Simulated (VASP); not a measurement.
Crystal: WSe2.

```
W Se
1.0
     3.31993    0.00000    0.00000
    -1.65997    2.87515    0.00000
     0.00000    0.00000   13.73719
W Se
2 4
Direct
  0.66667 0.33333 0.75000
  0.33333 0.66667 0.25000
  0.33333 0.66667 0.87100
  0.66667 0.33333 0.37100
  0.33333 0.66667 0.62900
  0.66667 0.33333 0.12900
```

```yaml
Program: VASP 6.6.1
Task: relaxation of cell and atoms
Functional: PBE
Dispersion: D3(BJ)
Potentials_or_basis: VASP PAW PBE potentials, release 64 (W_sv, Se)
Cutoff: 600 eV
k_mesh: 12 × 12 × 2
Occupations: fermi-dirac, width 0.02 eV
Spin: no spin polarisation
```

At the start: pressure -1.3 GPa; volume 21.85 Å³/atom.

Question: Where does the relaxation end?

Answer: Over 19 steps the energy falls by 21.3 meV/atom and the volume is 19.87 Å³/atom (-9.1 %); space group P6_3/mmc (No. 194, to 0.1 Å) before and after.

The path:
```csv
step,energy change (eV),largest force (eV/Å),pressure (GPa),volume (Å³)
1,0.0000,0.2969,-1.32,131.13
2,-0.0298,0.3382,0.71,127.73
3,-0.0298,0.3384,0.74,127.68
4,-0.0370,0.1219,-1.35,127.68
5,-0.0400,0.0382,-0.62,127.68
6,-0.0604,0.0407,-0.58,126.36
7,-0.1101,0.0561,-0.18,122.39
8,-0.0752,0.0444,2.11,114.43
9,-0.1233,0.1512,0.66,120.06
10,-0.1247,0.1456,0.96,118.64
11,-0.1089,0.3526,-1.91,118.90
12,-0.1267,0.0196,0.22,118.71
13,-0.1267,0.0167,0.21,118.71
14,-0.1274,0.0037,0.05,119.06
15,-0.1275,0.0127,-0.01,119.22
16,-0.1275,0.0143,-0.04,119.24
17,-0.1275,0.0136,-0.04,119.23
18,-0.1275,0.0134,0.13,119.15
19,-0.1275,0.0020,0.03,119.20
```

Final structure:
```cif
data_structure
_symmetry_space_group_name_H-M 'P 1'
_symmetry_Int_Tables_number 1
_cell_length_a 3.2805
_cell_length_b 3.2805
_cell_length_c 12.7895
_cell_angle_alpha 90.000
_cell_angle_beta 90.000
_cell_angle_gamma 120.000
_cell_volume 119.20
loop_
_atom_site_label
_atom_site_type_symbol
_atom_site_fract_x
_atom_site_fract_y
_atom_site_fract_z
_atom_site_occupancy
W1 W 0.66667 0.33333 0.75000 1
W2 W 0.33333 0.66667 0.25000 1
Se1 Se 0.33333 0.66667 0.88186 1
Se2 Se 0.66667 0.33333 0.38186 1
Se3 Se 0.33333 0.66667 0.61814 1
Se4 Se 0.66667 0.33333 0.11814 1
```
